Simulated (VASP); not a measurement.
# ScF3 (R-3c) in VASP: further runs, part 2 of 2

VASP 6.6.1.

### 3 Relaxation of volume and atoms at fixed shape, LDA

This run uses another cell than the first one, of 14.00 Å³/atom.

The input, INCAR:

```
  PREC = Accurate
  ENCUT = 600
  EDIFF = 1E-7
  ISMEAR = 0
  SIGMA = 0.05
  LREAL = F
  LASPH = T
  NELM = 120
  ALGO = Normal
  ISIF = 8
  LWAVE = F
  LCHARG = F
  GGA = CA
  IBRION = 2
  NSW = 80
  EDIFFG = -0.03
  GGA_COMPAT = F
  NELMIN = 4
```

The input, KPOINTS:

```
Automatic mesh
0
Gamma
  4 4 4
```

The input, POSCAR:

```
ScF3
1.0
    2.6222245000      1.5139420210      4.7030738333
   -2.6222245000      1.5139420210      4.7030738333
    0.0000000000     -3.0278840419      4.7030738333
Sc F
2 6
Direct
    0.5000000000      0.5000000000      0.5000000000
    0.0000000000      0.0000000000      0.0000000000
    0.3523000000      0.7500000000      0.1477000000
    0.7500000000      0.1477000000      0.3523000000
    0.2500000000      0.8523000000      0.6477000000
    0.1477000000      0.3523000000      0.7500000000
    0.6477000000      0.2500000000      0.8523000000
    0.8523000000      0.6477000000      0.2500000000
```

Potentials or basis: VASP PAW LDA potentials, release 64 (Sc_sv, F).

Started as:

```bash
cat potpaw_LDA.64/Sc_sv/POTCAR potpaw_LDA.64/F/POTCAR > POTCAR
mpirun -np 1 vasp_std > vasp.out
```

OUTCAR:

```text
PREC = Accurate
   ENCUT = 600
   EDIFF = 1E-7
   ISMEAR = 0
   LREAL = F
   LASPH = T
   NELM = 120
   ISIF = 8
   GGA = CA
   IBRION = 2
   NSW = 80
   EDIFFG = -0.03
   NELMIN = 4

 ion  position               nearest neighbor table
   1  0.500  0.500  0.500-   4 1.99   5 1.99   3 1.99   7 1.99   6 1.99   8 1.99
   2  0.000  0.000  0.000-   3 1.99   7 1.99   5 1.99   4 1.99   6 1.99   8 1.99
   3  0.352  0.750  0.148-   2 1.99   1 1.99
   4  0.750  0.148  0.352-   1 1.99   2 1.99
   5  0.250  0.852  0.648-   1 1.99   2 1.99
   6  0.148  0.352  0.750-   1 1.99   2 1.99
   7  0.648  0.250  0.852-   2 1.99   1 1.99
   8  0.852  0.648  0.250-   1 1.99   2 1.99

  LATTYP: Found a trigonal (rhomboedric) cell.
 ALAT       =     5.5934770271
 COS(alpha) =     0.5604522920

  Lattice vectors:

 A1 = (   2.6222245000,   1.5139420210,   4.7030738333)
 A2 = (  -2.6222245000,   1.5139420210,   4.7030738333)
 A3 = (   0.0000000000,  -3.0278840419,   4.7030738333)

Analysis of symmetry for initial positions (statically):
=====================================================================
[... 161 lines left out ...]
  volume of cell :      112.02
 maximum number of plane-waves:      3769
 NGX is ok and might be reduce to    48
   NGX = 23   NGY = 23   NGZ = 23

--------------------------------------- Ionic step        1  -------------------------------------------

 number of electron      63.9999990 magnetization

 Free energy of the ion-electron system (eV)
  ---------------------------------------------------
  ext. energy  EPLUGINS =         0.00000000
  ---------------------------------------------------
  free energy    TOTEN  =       -59.16371004 eV

  energy without entropy =      -59.16371004  energy(sigma->0) =      -59.16371004

------------------------ aborting loop because EDIFF is reached ----------------------------------------

  FORCE on cell =-STRESS in cart. coord.  units (eV):
  Direction    XX          YY          ZZ          XY          YZ          ZX
  --------------------------------------------------------------------------------------
  -------------------------------------------------------------------------------------
  Total        0.5634336      0.5634336     -0.0435432     -0.0000000     -0.0000000      0.0000000
  in kB        8.0582581      8.0582581     -0.6227570     -0.0000000     -0.0000000      0.0000000
  external PRESSURE =       5.1645864 kB  Pullay stress =       0.0000000 kB
[... 71 lines left out ...]
--------------------------------------- Ionic step        3  -------------------------------------------

 number of electron      63.9999987 magnetization

 Free energy of the ion-electron system (eV)
  ---------------------------------------------------
  ext. energy  EPLUGINS =         0.00000000
  ---------------------------------------------------
  free energy    TOTEN  =       -59.16466898 eV

  energy without entropy =      -59.16466898  energy(sigma->0) =      -59.16466898

 E-fermi :  -2.9568     XC(G=0):  -9.7253

 val. band max:       -3.2759218962   @ k =   0.5000   0.5000   0.0000
 cond. band min:       3.4135583270   @ k =   0.0000   0.0000   0.0000
 fundamental gap:      6.6894802232
 Fermi energy:        -2.9568490008

 k-point     1 :       0.0000    0.0000    0.0000
  band No.  band energies     occupation
      1     -48.2099      2.00000
      2     -48.1865      2.00000
      3     -27.7852      2.00000
      4     -27.7390      2.00000
      5     -27.7390      2.00000
      6     -27.2591      2.00000
[... 557 lines left out ...]
  FREE ENERGIE OF THE ION-ELECTRON SYSTEM (eV)
  ---------------------------------------------------
  free  energy   TOTEN  =       -59.1646689802 eV

  energy  without entropy=      -59.1646689802  energy(sigma->0) =      -59.16466898

 reached required accuracy - stopping structural energy minimisation
```

Run time: 2.4 min. Hardware: 1 thread of AMD EPYC 9R45 (Zen 5), shared host; peak memory 0.25 GiB.

Results:

| Property | Result |
| --- | --- |
| Free energy | -59.1647 eV |
| Relaxed volume | 14.06 Å³/atom |
| Relaxed cell | a = 5.601 Å, b = 5.601 Å, c = 5.601 Å, α = 55.91°, β = 55.91°, γ = 55.91° |
| Space group after relaxing (to 0.1 Å) | R-3c (No. 167) |
| Energy gained by relaxing | 0.1 meV/atom |
| Ionic steps | 3 |
| Pressure after relaxing | -0.1 GPa |
| Largest force after relaxing | 0.018 eV/Å |
| Band gap on the k mesh | 6.69 eV |

Forces on the atoms (eV/Å):
```
Sc   0.000  0.000  0.000
Sc   0.000  0.000  0.000
F    0.009  0.015  0.000
F    0.009 -0.015  0.000
F   -0.009  0.015  0.000
F   -0.018  0.000  0.000
F   -0.009 -0.015  0.000
F    0.018  0.000  0.000
```

Step by step:
| step | energy change (eV) | largest force (eV/Å) | pressure (GPa) | volume (Å³) |
| --- | --- | --- | --- | --- |
| 1 | 0.0000 | 0.0444 | 0.52 | 112.02 |
| 2 | -0.0007 | 0.0034 | -0.35 | 112.76 |
| 3 | -0.0010 | 0.0177 | -0.06 | 112.50 |

Final structure:
```
Sc F
1.0
     2.62595    1.51609    4.70976
    -2.62595    1.51609    4.70976
     0.00000   -3.03219    4.70976
Sc F
2 6
Direct
  0.50000 0.50000 0.50000
  0.00000 0.00000 0.00000
  0.35257 0.75000 0.14743
  0.75000 0.14743 0.35257
  0.25000 0.85257 0.64743
  0.14743 0.35257 0.75000
  0.64743 0.25000 0.85257
  0.85257 0.64743 0.25000
```

Levels at points of the mesh, in eV from the valence-band top:
| k point | band 29 | band 30 | band 31 | band 32 | band 33 | band 34 | band 35 | band 36 |
| --- | --- | --- | --- | --- | --- | --- | --- | --- |
| (0.00, 0.00, 0.00) | -0.18 | -0.18 | -0.01 | -0.01 | 6.69 | 6.69 | 6.74 | 7.68 |
| (0.50, 0.00, 0.00) | -0.21 | -0.21 | -0.12 | -0.12 | 7.35 | 7.35 | 7.36 | 7.36 |
| (0.50, 0.50, 0.00) | -0.59 | -0.33 | -0.23 | 0.00 | 6.69 | 7.06 | 7.31 | 7.32 |
| (0.50, 0.50, 0.50) | -0.15 | -0.15 | -0.15 | -0.15 | 7.42 | 7.42 | 7.42 | 7.42 |

A k mesh can miss the band edges. LDA gaps usually lie below the measured ones, often by a third to a half.
